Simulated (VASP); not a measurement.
# BN (BN (F-43m)) (F-43m) in VASP: single point with r2SCAN

Aim: the single point of BN (BN (F-43m)) with r2SCAN.

Everything below comes from runs of VASP 6.6.1. Logs are shortened: lines on timing, memory, paths and dates and some standing lists are left out, and cuts for length are marked.

### 1 The cell of the first run

Symmetry: F-43m, No. 216, cubic system. The conventional cell has a = 3.624 Å, b = 3.624 Å, c = 3.624 Å, α = 90.00°, β = 90.00°, γ = 90.00°. B (site symmetry -43m) has 4 N at 1.57 Å within 2.1 Å. Within 2.1 Å of N (site symmetry -43m) lie 4 B at 1.57 Å.

### 2 Single point, r2SCAN

Input file POSCAR:

```
BN
1.0
   -3.6241103800      3.6241103800     -3.6241103800
    3.6241103800      3.6241103800      3.6241103800
    3.6241103800     -3.6241103800     -3.6241103800
B N
16 16
Direct
    0.0000000000      0.0000000000      0.0000000000
    0.0000000000      0.2500000000      0.7500000000
    0.0000000000      0.5000000000      0.5000000000
    0.0000000000      0.7500000000      0.2500000000
    0.2500000000      0.0000000000      0.7500000000
    0.2500000000      0.2500000000      0.5000000000
    0.2500000000      0.5000000000      0.2500000000
    0.2500000000      0.7500000000      0.0000000000
    0.5000000000      0.0000000000      0.5000000000
    0.5000000000      0.2500000000      0.2500000000
    0.5000000000      0.5000000000      0.0000000000
    0.5000000000      0.7500000000      0.7500000000
    0.7500000000      0.0000000000      0.2500000000
    0.7500000000      0.2500000000      0.0000000000
    0.7500000000      0.5000000000      0.7500000000
    0.7500000000      0.7500000000      0.5000000000
    0.0000000000      0.0000000000      0.2500000000
    0.0000000000      0.2500000000      0.0000000000
    0.0000000000      0.5000000000      0.7500000000
    0.0000000000      0.7500000000      0.5000000000
    0.2500000000      0.0000000000      0.0000000000
    0.2500000000      0.2500000000      0.7500000000
    0.2500000000      0.5000000000      0.5000000000
    0.2500000000      0.7500000000      0.2500000000
    0.5000000000      0.0000000000      0.7500000000
    0.5000000000      0.2500000000      0.5000000000
    0.5000000000      0.5000000000      0.2500000000
    0.5000000000      0.7500000000      0.0000000000
    0.7500000000      0.0000000000      0.5000000000
    0.7500000000      0.2500000000      0.2500000000
    0.7500000000      0.5000000000      0.0000000000
    0.7500000000      0.7500000000      0.7500000000
```

Input file INCAR.step1:

```
SYSTEM = BN
ALGO = Normal
EDIFF = 1E-4
ENCUT = 520
GGA = PE
ISMEAR = -1
LASPH = .True.
LCHARG = .False.
LREAL = Auto
LWAVE = .True.
NBANDS = 86
NELM = 100
PREC = Accurate
SIGMA = 0.01
```

Input file INCAR.step2:

```
SYSTEM = BN
ALGO = Normal
EDIFF = 1E-7
ENCUT = 520
ISIF = 2
ISMEAR = -1
ISTART = 1
LASPH = .True.
LCHARG = .False.
LMIXTAU = .True.
LREAL = Auto
LWAVE = .False.
METAGGA = R2SCAN
NBANDS = 86
NELM = 100
PREC = Accurate
SIGMA = 0.01
```

Input file KPOINTS:

```
Automatic mesh
0
Gamma
  1 1 1
  0.25 0.25 0.25
```

Potentials or basis: VASP PAW PBE potentials, release 64 (B, N).

Command:

```console
$ cat potpaw_PBE.64/B/POTCAR potpaw_PBE.64/N/POTCAR > POTCAR
$ cp INCAR.step1 INCAR
$ mpirun -np 1 vasp_std > vasp.out
$ cp INCAR.step2 INCAR
$ mpirun -np 1 vasp_std > vasp.out
```

OUTCAR:

```text
SYSTEM = BN
   EDIFF = 1E-7
   ENCUT = 520
   ISIF = 2
   ISMEAR = -1
   ISTART = 1
   LASPH = .True.
   LREAL = Auto
   METAGGA = R2SCAN
   NELM = 100
   PREC = Accurate

 ion  position               nearest neighbor table
   1  0.000  0.000  0.000-  17 1.57  18 1.57  21 1.57  32 1.57
   2  0.000  0.250  0.750-  18 1.57  19 1.57  22 1.57  29 1.57
   3  0.000  0.500  0.500-  19 1.57  20 1.57  23 1.57  30 1.57
   4  0.000  0.750  0.250-  17 1.57  20 1.57  24 1.57  31 1.57
   5  0.250  0.000  0.750-  20 1.57  21 1.57  22 1.57  25 1.57
   6  0.250  0.250  0.500-  17 1.57  22 1.57  23 1.57  26 1.57
[... 24 lines left out ...]
  31  0.750  0.500  0.000-   4 1.57  11 1.57  14 1.57  15 1.57
  32  0.750  0.750  0.750-   1 1.57  12 1.57  15 1.57  16 1.57

  LATTYP: Found a body centered cubic cell.
 ALAT       =     7.2482207600

  Lattice vectors:

 A1 = (  -3.6241103800,   3.6241103800,  -3.6241103800)
 A2 = (   3.6241103800,   3.6241103800,   3.6241103800)
 A3 = (   3.6241103800,  -3.6241103800,  -3.6241103800)

Analysis of symmetry for initial positions (statically):
=====================================================================
 Subroutine PRICEL returns following result:

  LATTYP: Found a face centered cubic cell.
 ALAT       =     3.6241103800

  Lattice vectors:

 A1 = (   1.8120551900,   0.0000000000,   1.8120551900)
 A2 = (   0.0000000000,  -1.8120551900,   1.8120551900)
 A3 = (   1.8120551900,  -1.8120551900,   0.0000000000)

  16 primitive cells build up your supercell.

 Routine SETGRP: Setting up the symmetry group for a
 body centered cubic supercell.

 Subroutine GETGRP returns: Found 24 space group operations
 (whereof 24 operations were pure point group operations)
 out of a pool of 48 trial point group operations.

The static configuration has the point symmetry T_d .

Analysis of symmetry for dynamics (positions and initial velocities):
=====================================================================
 Subroutine PRICEL returns following result:

  LATTYP: Found a face centered cubic cell.
 ALAT       =     3.6241103800

  Lattice vectors:

 A1 = (   1.8120551900,   0.0000000000,   1.8120551900)
 A2 = (   0.0000000000,  -1.8120551900,   1.8120551900)
 A3 = (   1.8120551900,  -1.8120551900,   0.0000000000)

  16 primitive cells build up your supercell.

 Routine SETGRP: Setting up the symmetry group for a
[... 83 lines left out ...]
   LREAL  =      T    real-space projection
   EDIFFG = 0.1E-05   stopping-criterion for IOM
   NSW    =      0    number of steps for IOM
   IBRION =     -1    ionic relax: 0-MD 1-quasi-New 2-CG
   NFREE  =      0    steps in history (QN), initial steepest desc. (CG)
   ISIF   =      2    stress and relaxation
   ISYM   =      2    0-nonsym 1-usesym 2-fastsym
   POTIM  = 0.5000    time-step for ionic-motion
   TEBEG  =    0.0;   TEEND  =   0.0 temperature during run
   PSTRESS=    0.0 pullay stress
   NELECT =     128.0000    total number of electrons
   NUPDOWN=      -1.0000    fix difference up-down
   EMIN   =  10.00;   EMAX   =-10.00  energy-range for DOS
   EFERMI =   0.00;   METHOD = LEGACY
   ISMEAR =    -1;   SIGMA  =   0.01  broadening in eV -4-tet -1-fermi 0-gaus
   EFERMI_NEDOS =   21; number of points for ismear=-14 and -15
   IALGO  =     38    algorithm
   IMIX   =      4    mixing-type and parameters
     AMIX     =   0.40;   BMIX     =  1.00
     AMIX_MAG =   1.60;   BMIX_MAG =  1.00
  volume/ion in A,a.u.               =       5.95        40.15
  Fermi-wavevector in a.u.,A,eV,Ry     =   1.434135  2.710122 27.983695  2.056744
  Thomas-Fermi vector in A             =   2.553577
   LORBIT       =      0    0 simple, 1 ext, 2 COOP (PROOUT), +10 PAW based schemes
   METAGGA = R2SCAN    functional components
   LHFCALC =     F    Hartree Fock is set to
   AEXX    =    0.0000 exact exchange contribution
   IVDW    =     0    specifies the selected vdW correction
   LEPSILON=     F    determine dielectric tensor
   LRPA    =     F    only Hartree local field effects (RPA)
 non-spin polarized calculation
  energy-cutoff  :      520.00
  volume of cell :      190.40
 maximum number of plane-waves:      5072
 NGX is ok and might be reduce to    48
   NGX = 23   NGY = 23   NGZ = 23

 number of electron     128.0000038 magnetization

 Free energy of the ion-electron system (eV)
  ---------------------------------------------------
  ext. energy  EPLUGINS =         0.00000000
  ---------------------------------------------------
  free energy    TOTEN  =      -305.66102254 eV

  energy without entropy =     -305.66102254  energy(sigma->0) =     -305.66102254

 E-fermi :   6.3596     XC(G=0): -13.5962

 val. band max:        6.0159852217   @ k =   0.2500   0.2500   0.2500
 cond. band min:      15.2983491951   @ k =   0.2500   0.2500   0.2500
 fundamental gap:      9.2823639734
 Fermi energy:         6.3595967603

 k-point     1 :       0.2500    0.2500    0.2500
  band No.  band energies     occupation
      1     -12.5165      2.00000
      2     -12.5165      2.00000
      3     -12.5165      2.00000
      4     -12.5165      2.00000
      5      -9.2980      2.00000
      6      -9.2980      2.00000
[... 68 lines left out ...]
     75      15.2984      0.00000
     76      15.2984      0.00000
 [bands above 76 left out]

------------------------ aborting loop because EDIFF is reached ----------------------------------------

  FORCE on cell =-STRESS in cart. coord.  units (eV):
  Direction    XX          YY          ZZ          XY          YZ          ZX
  --------------------------------------------------------------------------------------
  -------------------------------------------------------------------------------------
  Total       -3.8322830     -3.8322830     -3.8322830     -0.0000000      0.0000000      0.0000000
  in kB      -32.2480835    -32.2480835    -32.2480835     -0.0000000      0.0000000      0.0000000
  external PRESSURE =     -32.2480835 kB  Pullay stress =       0.0000000 kB

 VOLUME and BASIS-vectors are now :
 -----------------------------------------------------------------------------
  energy-cutoff  :      520.00
  volume of cell :      190.40
      direct lattice vectors                 reciprocal lattice vectors
    -3.624110380  3.624110380 -3.624110380     0.000000000  0.137964893 -0.137964893
     3.624110380  3.624110380  3.624110380     0.137964893  0.137964893  0.000000000
     3.624110380 -3.624110380 -3.624110380     0.137964893  0.000000000 -0.137964893

 POSITION                                       TOTAL-FORCE (eV/Angst)
 -----------------------------------------------------------------------------------
      0.00000      0.00000      0.00000         0.000000      0.000000      0.000000
      3.62411     -1.81206     -1.81206         0.000000     -0.000000     -0.000000
      3.62411      0.00000      0.00000         0.000000      0.000000      0.000000
      3.62411      1.81206      1.81206         0.000000     -0.000000     -0.000000
      1.81206     -1.81206     -3.62411        -0.000000      0.000000      0.000000
      1.81206      0.00000     -1.81206        -0.000000      0.000000      0.000000
[... 24 lines left out ...]
     -0.90603      4.53014     -0.90603         0.000000     -0.000000     -0.000000
      2.71808      2.71808     -2.71808        -0.000000     -0.000000     -0.000000
 -----------------------------------------------------------------------------------
    total drift:                                0.000007      0.000006     -0.000007

  FREE ENERGIE OF THE ION-ELECTRON SYSTEM (eV)
  ---------------------------------------------------
  free  energy   TOTEN  =      -305.6610225395 eV

  energy  without entropy=     -305.6610225395  energy(sigma->0) =     -305.66102254
```

OSZICAR.step1:

```text
N       E                     dE             d eps       ncg     rms          rms(c)
DAV:   1     0.541148541185E+03    0.54115E+03   -0.68458E+04   172   0.146E+03
DAV:   2    -0.260136457758E+03   -0.80128E+03   -0.77034E+03   210   0.332E+02
DAV:   3    -0.293387601993E+03   -0.33251E+02   -0.33052E+02   216   0.693E+01
DAV:   4    -0.293771012635E+03   -0.38341E+00   -0.38241E+00   208   0.759E+00
DAV:   5    -0.293777133363E+03   -0.61207E-02   -0.61187E-02   202   0.880E-01    0.268E+01
DAV:   6    -0.279504989867E+03    0.14272E+02   -0.44857E+01   200   0.204E+01    0.128E+01
DAV:   7    -0.278396633790E+03    0.11084E+01   -0.18480E+00   188   0.497E+00    0.780E+00
DAV:   8    -0.278170259219E+03    0.22637E+00   -0.64762E-01   196   0.289E+00    0.648E-01
DAV:   9    -0.278162098984E+03    0.81602E-02   -0.18776E-02   208   0.506E-01    0.349E-01
DAV:  10    -0.278164023615E+03   -0.19246E-02   -0.41186E-03   202   0.237E-01    0.821E-02
DAV:  11    -0.278164076368E+03   -0.52752E-04   -0.13736E-03   196   0.115E-01    0.530E-02
DAV:  12    -0.278164028142E+03    0.48225E-04   -0.23887E-04   110   0.536E-02
   1 F= -.27816403E+03 E0= -.27816403E+03  d E =-.554257E-13
```

Wall time 1.7 min (1 thread of Intel Xeon Platinum 8488C (Sapphire Rapids), shared host); peak memory 0.36 GiB.

What came out:

```
Free energy            : -305.6610 eV
Pressure               : -3.2 GPa
Band gap on the k mesh : 9.28 eV
```

Caveat: the k points lie up to 1.23 Å⁻¹ apart; the PAW data sets were made with another functional, which shifts forces and pressure a little. r2SCAN opens gaps a little over a GGA but as a rule still falls short of measured ones.
